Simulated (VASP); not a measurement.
# Sb (Im-3m) in VASP: a series of runs

Sb is run at these levels: PBEsol; tasks: single point, relaxation of cell and atoms.

Program: VASP 6.6.1. These are calculated values, not measurements. Logs are shortened: lines on timing, memory, paths and dates and some standing lists are left out, and cuts for length are marked.

## 1. The cell of the first run

It takes space group Im-3m (No. 229, cubic). The conventional cell has a = 3.741 Å, b = 3.741 Å, c = 3.741 Å, α = 90.00°, β = 90.00°, γ = 90.00°. Sb (site symmetry m-3m) has 14 Sb at 3.24 to 3.74 Å within 4.3 Å.

## 2. Single point, PBEsol

The input, INCAR:

```
ALGO = Normal ; EDIFF = 1E-6
ENCUT = 520 ; GGA = PS
ISIF = 2 ; ISMEAR = 1
LASPH = True ; LCHARG = False
LREAL = False ; LWAVE = False
NBANDS = 8 ; NELM = 100
PREC = Accurate ; SIGMA = 0.1
```

The input, KPOINTS:

```
k-points
0
Gamma
  16 16 16
```

The input, POSCAR:

```
Sb
1.0
   -1.8706442316      1.8706442316      1.8706442316
    1.8706442316     -1.8706442316      1.8706442316
    1.8706442316      1.8706442316     -1.8706442316
Sb
1
Direct
    0.0000000000      0.0000000000      0.0000000000
```

Potentials or basis: VASP PAW PBE potentials, release 64 (Sb).

Launch:

```sh
$ cat potpaw_PBE.64/Sb/POTCAR > POTCAR
$ mpirun -np 1 vasp_std > vasp.out
```

OUTCAR:

```text
EDIFF = 1E-6
   ENCUT = 520
   GGA = PS
   ISIF = 2
   ISMEAR = 1
   LASPH = True
   LREAL = False
   NELM = 100
   PREC = Accurate

 ion  position               nearest neighbor table
   1  0.000  0.000  0.000-

  LATTYP: Found a body centered cubic cell.
 ALAT       =     3.7412884632

  Lattice vectors:

 A1 = (  -1.8706442316,   1.8706442316,   1.8706442316)
 A2 = (   1.8706442316,  -1.8706442316,   1.8706442316)
 A3 = (   1.8706442316,   1.8706442316,  -1.8706442316)

Analysis of symmetry for initial positions (statically):
=====================================================================
 Subroutine PRICEL returns:
 Original cell was already a primitive cell.

 Routine SETGRP: Setting up the symmetry group for a
 body centered cubic supercell.

 Subroutine GETGRP returns: Found 48 space group operations
 (whereof 48 operations were pure point group operations)
 out of a pool of 48 trial point group operations.

The static configuration has the point symmetry O_h .

Analysis of symmetry for dynamics (positions and initial velocities):
=====================================================================
 Subroutine PRICEL returns:
 Original cell was already a primitive cell.

 Routine SETGRP: Setting up the symmetry group for a
 body centered cubic supercell.

 Subroutine GETGRP returns: Found 48 space group operations
 (whereof 48 operations were pure point group operations)
 out of a pool of 48 trial point group operations.

The dynamic configuration has the point symmetry O_h .

 Subroutine INISYM returns: Found 48 space group operations
 (whereof 48 operations are pure point group operations),
 and found     1 'primitive' translations

----------------------------------------------------------------------------------------

                                     Primitive cell

  volume of cell :      26.1839

  direct lattice vectors                    reciprocal lattice vectors
    -1.870644232  1.870644232  1.870644232     0.000000000  0.267287596  0.267287596
     1.870644232 -1.870644232  1.870644232     0.267287596  0.000000000  0.267287596
     1.870644232  1.870644232 -1.870644232     0.267287596  0.267287596  0.000000000

  length of vectors
     3.240050852  3.240050852  3.240050852     0.378001744  0.378001744  0.378001744

  position of ions in fractional coordinates (direct lattice)
     0.000000000  0.000000000  0.000000000

  ion indices of the primitive-cell ions
   primitive index   ion index
                 1           1

----------------------------------------------------------------------------------------

 KPOINTS: k-points

Automatic generation of k-mesh.
 Grid dimensions read from file:
 generate k-points for:   16   16   16

 Generating k-lattice:

  Cartesian coordinates                     Fractional coordinates (reciprocal lattice)
     0.000000000  0.016705475  0.016705475     0.062500000  0.000000000  0.000000000
     0.016705475  0.000000000  0.016705475     0.000000000  0.062500000  0.000000000
     0.016705475  0.016705475  0.000000000     0.000000000  0.000000000  0.062500000

  Length of vectors
     0.023625109  0.023625109  0.023625109

  Shift w.r.t. Gamma in fractional coordinates (k-lattice)
     0.000000000  0.000000000  0.000000000

 Subroutine IBZKPT returns following result:
 ===========================================

 Found    145 irreducible k-points:

 Following reciprocal coordinates:
            Coordinates               Weight
  0.000000  0.000000  0.000000      1.000000
  0.062500  0.000000  0.000000     12.000000
  0.125000  0.000000  0.000000     12.000000
  0.187500  0.000000  0.000000     12.000000
  0.250000  0.000000  0.000000     12.000000
  0.312500  0.000000  0.000000     12.000000
[... 16 lines left out ...]
  0.187500  0.187500  0.000000     24.000000
  0.250000  0.187500  0.000000     48.000000
 [... further k-points ...]
   k-points           NKPTS =    145   k-points in BZ     NKDIM =    145   number of bands    NBANDS=      8
   number of dos      NEDOS =    301   number of ions     NIONS =      1
   total plane-waves  NPLWV =  13824
   dimension x,y,z NGX =    24 NGY =   24 NGZ =   24
   dimension x,y,z NGXF=    48 NGYF=   48 NGZF=   48
   ions per type =               1
   NGX,Y,Z   is equivalent  to a cutoff of  12.31, 12.31, 12.31 a.u.
   NGXF,Y,Z  is equivalent  to a cutoff of  24.63, 24.63, 24.63 a.u.
 SYSTEM =  unknown system
   PREC   = accura    normal or accurate (medium, high low for compatibility)
   ISTART =      0    job   : 0-new  1-cont  2-samecut
   ICHARG =      2    charge: 1-file 2-atom 10-const
   ISPIN  =      1    spin polarized calculation?
   LNONCOLLINEAR =      F non collinear calculations
   LSORBIT =      F    spin-orbit coupling
   LASPH  =      T    aspherical Exc in radial PAW
   ENCUT  =  520.0 eV  38.22 Ry    6.18 a.u.   6.02  6.02  6.02*2*pi/ulx,y,z
   NELM   =    100;   NELMIN=  2; NELMDL= -5     # of ELM steps
   EDIFF  = 0.1E-05   stopping-criterion for ELM
   LREAL  =      F    real-space projection
   EDIFFG = 0.1E-04   stopping-criterion for IOM
   NSW    =      0    number of steps for IOM
   IBRION =     -1    ionic relax: 0-MD 1-quasi-New 2-CG
   NFREE  =      0    steps in history (QN), initial steepest desc. (CG)
   ISIF   =      2    stress and relaxation
   ISYM   =      2    0-nonsym 1-usesym 2-fastsym
   POTIM  = 0.5000    time-step for ionic-motion
   TEBEG  =    0.0;   TEEND  =   0.0 temperature during run
   PSTRESS=    0.0 pullay stress
   NELECT =       5.0000    total number of electrons
   NUPDOWN=      -1.0000    fix difference up-down
   EMIN   =  10.00;   EMAX   =-10.00  energy-range for DOS
   EFERMI =   0.00;   METHOD = LEGACY
   ISMEAR =     1;   SIGMA  =   0.10  broadening in eV -4-tet -1-fermi 0-gaus
   EFERMI_NEDOS =   21; number of points for ismear=-14 and -15
   IALGO  =     38    algorithm
   IMIX   =      4    mixing-type and parameters
     AMIX     =   0.40;   BMIX     =  1.00
     AMIX_MAG =   1.60;   BMIX_MAG =  1.00
  volume/ion in A,a.u.               =      26.18       176.70
  Fermi-wavevector in a.u.,A,eV,Ry     =   0.942729  1.781500 12.092020  0.888738
  Thomas-Fermi vector in A             =   2.070367
   LORBIT       =      0    0 simple, 1 ext, 2 COOP (PROOUT), +10 PAW based schemes
   GGA     = PS    functional components
   LHFCALC =     F    Hartree Fock is set to
   AEXX    =    0.0000 exact exchange contribution
   IVDW    =     0    specifies the selected vdW correction
   LEPSILON=     F    determine dielectric tensor
   LRPA    =     F    only Hartree local field effects (RPA)
 non-spin polarized calculation
 Methfessel and Paxton  Order N= 1 SIGMA  =   0.10
  energy-cutoff  :      520.00
  volume of cell :       26.18
 maximum number of plane-waves:       719
   NGX = 13   NGY = 13   NGZ = 13

 number of electron       4.9999999 magnetization

 Free energy of the ion-electron system (eV)
  ---------------------------------------------------
  ext. energy  EPLUGINS =         0.00000000
  ---------------------------------------------------
  free energy    TOTEN  =        -4.38483134 eV

  energy without entropy =       -4.38472160  energy(sigma->0) =       -4.38479476

 E-fermi :   8.6059     XC(G=0): -10.4528

 val. band max:        8.5928598305   @ k =  -0.4375   0.5000   0.3125
 cond. band min:       8.6749978165   @ k =   0.1250   0.1250   0.0625
 fundamental gap:      0.0821379860
 Fermi energy:         8.6059425111

 k-point     1 :       0.0000    0.0000    0.0000
  band No.  band energies     occupation
      1      -4.4075      2.00000
      2      14.3749      0.00000
      3      14.3749      0.00000
      4      14.3749      0.00000
      5      19.3771      0.00000
      6      19.3771      0.00000
      7      19.3771      0.00000
      8      20.4967      0.00000

 k-point     2 :       0.0625    0.0000    0.0000
  band No.  band energies     occupation
      1      -4.3234      2.00000
      2      13.6924      0.00000
      3      14.0827      0.00000
      4      14.2988      0.00000
      5      18.7897      0.00000
      6      18.7948      0.00000
      7      19.7589      0.00000
      8      20.0909      0.00000

 k-point     3 :       0.1250    0.0000    0.0000
  band No.  band energies     occupation
      1      -4.0716      2.00000
      2      12.1166      0.00000
      3      13.4052      0.00000
      4      14.0789      0.00000
      5      17.8162      0.00000
      6      17.9837      0.00000
      7      19.7680      0.00000
      8      20.4338      0.00000

 k-point     4 :       0.1875    0.0000    0.0000
  band No.  band energies     occupation
      1      -3.6541      2.00000
      2      10.2372     -0.00000
      3      12.6223      0.00000
      4      13.7501      0.00000
      5      16.9803      0.00000
      6      17.2739      0.00000
      7      19.7640      0.00000
      8      20.7575      0.00000

 k-point     5 :       0.2500    0.0000    0.0000
  band No.  band energies     occupation
      1      -3.0758      2.00000
      2       8.3264      2.00056
      3      11.8851      0.00000
      4      13.3747      0.00000
      5      16.3152      0.00000
      6      16.6888      0.00000
      7      20.0579      0.00000
      8      21.1853      0.00000
[... 177 lines left out ...]
 k-point    22 :       0.4375    0.1250    0.0000
  band No.  band energies     occupation
      1      -0.0090      2.00000
      2       3.1659      2.00000
      3       8.8597     -0.00195
      4      11.6128      0.00000
      5      15.9624      0.00000
      6      17.9543      0.00000
      7      21.4357      0.00000
      8      22.2158      0.00000

 k-point    23 :       0.1875    0.1875    0.0000
  band No.  band energies     occupation
      1      -2.1870      2.00000
      2       7.1277      2.00000
      3       9.2283     -0.00000
      4      12.1384      0.00000
      5      17.0321      0.00000
      6      17.9285      0.00000
      7      20.6509      0.00000
      8      21.7454      0.00000

 k-point    24 :       0.2500    0.1875    0.0000
  band No.  band energies     occupation
      1      -1.4158      2.00000
      2       5.8564      2.00000
      3       8.2923      2.00009
      4      11.7577      0.00000
      5      16.9109      0.00000
      6      18.2947      0.00000
      7      20.7652      0.00000
      8      22.8014      0.00000

 [... further k-points ...]

------------------------ aborting loop because EDIFF is reached ----------------------------------------

  FORCE on cell =-STRESS in cart. coord.  units (eV):
  Direction    XX          YY          ZZ          XY          YZ          ZX
  --------------------------------------------------------------------------------------
  -------------------------------------------------------------------------------------
  Total       -0.1107592     -0.1107592     -0.1107592      0.0000000      0.0000000     -0.0000000
  in kB       -6.7773027     -6.7773027     -6.7773027      0.0000000      0.0000000     -0.0000000
  external PRESSURE =      -6.7773027 kB  Pullay stress =       0.0000000 kB

 VOLUME and BASIS-vectors are now :
 -----------------------------------------------------------------------------
  energy-cutoff  :      520.00
  volume of cell :       26.18
      direct lattice vectors                 reciprocal lattice vectors
    -1.870644232  1.870644232  1.870644232     0.000000000  0.267287596  0.267287596
     1.870644232 -1.870644232  1.870644232     0.267287596  0.000000000  0.267287596
     1.870644232  1.870644232 -1.870644232     0.267287596  0.267287596  0.000000000

 POSITION                                       TOTAL-FORCE (eV/Angst)
 -----------------------------------------------------------------------------------
      0.00000      0.00000      0.00000        -0.000000     -0.000000      0.000000
 -----------------------------------------------------------------------------------
    total drift:                                0.000000      0.000000     -0.000000

  FREE ENERGIE OF THE ION-ELECTRON SYSTEM (eV)
  ---------------------------------------------------
  free  energy   TOTEN  =        -4.3848313392 eV

  energy  without entropy=       -4.3847216042  energy(sigma->0) =       -4.38479476
```

Run time: 17 s. Hardware: 1 thread of Intel Xeon 8259CL, shared host; peak memory 0.16 GiB.

Results:

```
Free energy : -4.3848 eV
Pressure    : -0.7 GPa
```

Caveat: the PAW data sets were made with another functional, which shifts forces and pressure a little; spin-orbit coupling is left out, which moves the levels of the heavy elements.

## 3. Relaxation of cell and atoms, PBEsol

This run uses another cell than the first one, of 25.92 Å³/atom, 0.990 times its volume.

The input, INCAR:

```
SYSTEM = Sb
ALGO = Normal ; EDIFF = 1E-6
EDIFFG = -0.03 ; ENCUT = 600
GGA = PS ; IBRION = 2
ISIF = 3 ; ISMEAR = 1
LASPH = .True. ; LCHARG = .False.
LREAL = .False. ; LWAVE = .False.
NELM = 100 ; NSW = 80
PREC = Accurate ; SIGMA = 0.1
```

The input, KPOINTS:

```
k-points
0
Gamma
  16 16 16
  0 0 0
```

The input, POSCAR:

```
Sb
1.0
   -1.8644500000      1.8644500000      1.8644500000
    1.8644500000     -1.8644500000      1.8644500000
    1.8644500000      1.8644500000     -1.8644500000
Sb
1
Direct
    0.0000000000      0.0000000000      0.0000000000
```

Potentials or basis: VASP PAW PBE potentials, release 64 (Sb).

Launch:

```sh
$ cat potpaw_PBE.64/Sb/POTCAR > POTCAR
$ mpirun -np 1 vasp_std > vasp.out
```

Wall time 20 s (1 thread of Intel Xeon Platinum 8375C at 2.90GHz (Ice Lake), shared host); peak memory 0.17 GiB.

Results (log left out):

```yaml
Free_energy: -4.3854 eV
Pressure_after_relaxing: 0.0 GPa
```

Final structure:
```cif
data_structure
_symmetry_space_group_name_H-M 'P 1'
_symmetry_Int_Tables_number 1
_cell_length_a 3.2293
_cell_length_b 3.2293
_cell_length_c 3.2293
_cell_angle_alpha 109.471
_cell_angle_beta 109.471
_cell_angle_gamma 109.471
_cell_volume 25.92
loop_
_atom_site_label
_atom_site_type_symbol
_atom_site_fract_x
_atom_site_fract_y
_atom_site_fract_z
_atom_site_occupancy
Sb1 Sb 0.00000 0.00000 0.00000 1
```

Levels at points of the mesh, in eV from the Fermi level:
| k point | band 1 | band 2 | band 3 | band 4 | band 5 | band 6 |
| --- | --- | --- | --- | --- | --- | --- |
| (0.00, 0.00, 0.00) | -13.10 | 5.85 | 5.85 | 5.85 | 10.81 | 10.81 |
| (0.50, 0.00, 0.00) | -8.83 | -5.78 | 1.84 | 3.91 | 6.61 | 7.05 |
| (0.50, 0.50, 0.50) | -5.37 | -2.02 | -2.02 | -2.02 | 2.94 | 2.94 |

Caveat: the relaxation stopped at its first step, so nothing moved; the PAW data sets were made with another functional, which shifts forces and pressure a little; spin-orbit coupling is left out, which moves the levels of the heavy elements.
